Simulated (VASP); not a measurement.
Write the native input for VASP 6.6.1 that does the following.

```yaml
Task: single point
Functional: PBE
Potentials_or_basis: VASP PAW PBE potentials, release 64 (Al, N)
Cutoff: 600 eV
k_mesh: 7 × 7 × 7
Occupations: gaussian, width 0.01 eV
Spin: no spin polarisation
Dipole_correction: no
Further_INCAR_settings: ALGO = Normal; EDIFF = 1e-06; NBANDS = 11
```

The structure of AlN lies in POSCAR:

```
AlN
1.0
    0.0000000000      1.9755415763      1.9755415763
    1.9755415763      0.0000000000      1.9755415763
    1.9755415763      1.9755415763      0.0000000000
Al N
1 1
Direct
    0.0000000000      0.0000000000      0.0000000000
    0.5000000000      0.5000000000      0.5000000000
```

The input as run:

INCAR

```
ALGO = Normal ; EDIFF = 1E-6
ENCUT = 600 ; GGA = PE
GGA_COMPAT = F ; ISIF = 2
ISMEAR = 0 ; LASPH = T
LCHARG = F ; LREAL = F
LWAVE = F ; NBANDS = 11
NELM = 120 ; PREC = Accurate
SIGMA = 0.01
```

KPOINTS

```
k-points
0
Gamma
  7 7 7
```

Potentials or basis: VASP PAW PBE potentials, release 64 (Al, N).

The run is started by

```sh
$ cat potpaw_PBE.64/Al/POTCAR potpaw_PBE.64/N/POTCAR > POTCAR
$ mpirun -np 1 vasp_std > vasp.out
```

It gave:

The pressure is 26.4 GPa and the band gap on the k mesh is 5.37 eV, indirect (least direct gap 6.71 eV).

It took 4.4 s on 1 thread of Intel(R) Xeon(R) Platinum 8559C (Emerald Rapids), on a shared host, peak memory 0.13 GiB.
